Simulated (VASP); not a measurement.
**Si7Mo: single point with PBE**

The system is Si7Mo.

```
Si Mo
1.0
     0.00000    3.83188    3.83188
     3.83188    0.00000    3.83188
     3.83188    3.83188    0.00000
Si Mo
7 1
Direct
  0.00000 0.50000 0.50000
  0.50000 0.00000 0.50000
  0.50000 0.50000 0.50000
  0.00000 0.00000 0.50000
  0.50000 0.00000 0.00000
  0.00000 0.50000 0.00000
  0.50000 0.50000 0.00000
  0.00000 0.00000 0.00000
```

```json
{
  "Program": "VASP 6.6.1",
  "Task": "single point",
  "Functional": "PBE",
  "Potentials or basis": "VASP PAW PBE potentials, release 64 (Si, Mo_sv)",
  "Cutoff": "520 eV",
  "k mesh": "4 × 4 × 4",
  "Occupations": "gaussian, width 0.2 eV",
  "Spin": "no spin polarisation",
  "Dipole correction": "no",
  "Further INCAR settings": "ALGO = Normal; EDIFF = 1e-06; NBANDS = 31"
}
```

The pressure is -0.1 GPa and the band gap on the k mesh is zero (band 21 reaches 11.36 eV, above the bottom of band 22 at 10.03 eV).

Levels at points of the mesh, in eV from the Fermi level:
```
           k point  band 18  band 19  band 20  band 21  band 22  band 23  band 24  band 25
(0.00, 0.00, 0.00)    -4.55    -0.12    -0.12    -0.12    -0.02     1.26     1.26     2.96
(0.50, 0.00, 0.00)    -1.87    -1.19    -1.19    -0.82     1.19     1.28     1.28     1.45
(0.50, 0.50, 0.00)    -2.03    -2.03    -1.60    -1.23    -1.10     0.82     0.82     1.22
```

It took 17 s on 1 thread of Intel(R) Xeon(R) Platinum 8559C (Emerald Rapids) (shared host), peak memory 0.24 GiB.
